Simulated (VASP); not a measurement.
Runs of VASP 6.6.1 on Ir. The structure is that of space group Fm-3m (No. 225), or close to it. The cells are those of the table. 

```csv
task,potentials or basis,cell,cutoff (eV),k mesh for the DOS,occupations for the DOS,second run,gap on the mesh (eV),pressure (GPa)
single point,"VASP PAW PBE potentials, release 64 (Ir)","a = 2.709 Å, angles 60.0°, 1 atom",520,-,-,-,none,1.0
single point,"VASP PAW PBE potentials, release 64 (Ir)","a = 2.473 Å, angles 60.0°, 1 atom",500,-,-,-,none,213.6
single point,"VASP PAW PBE potentials, release 64 (Ir)","a = 2.473 Å, angles 60.0°, 1 atom",520,-,-,-,none,(a)
single point,"VASP PAW PBE potentials, release 64 (Ir)","a = 2.556 Å, angles 60.0°, 1 atom",520,-,-,-,none,106.9
single point,"VASP PAW PBE potentials, release 64 (Ir)","a = 2.635 Å, angles 60.0°, 1 atom",520,-,-,-,none,41.4
relaxation of cell and atoms,"VASP PAW PBE potentials, release 64 (Ir)","relaxed from a = 2.709 Å, angles 60.0°, 1 atom",600,-,-,-,none,0.0
single point,"VASP PAW PBE potentials, release 64 (Ir)","a = 2.383 Å, angles 60.0°, 1 atom",520,-,-,-,none,(b)
```

Alike in all rows: level PBEsol; no spin polarisation; k mesh 19 × 19 × 19; smearing fermi-dirac 0.1 eV.

Estimate the missing entries.

(a) 213.7; (b) 389.7.

Caveats: the PAW data sets were made with another functional, which shifts forces and pressure a little; spin-orbit coupling is left out, which moves the levels of the heavy elements.

A k mesh can miss the band edges, and the runs leave out spin-orbit coupling on Ir.

A gap of «none» marks levels without a gap at the run's occupations.
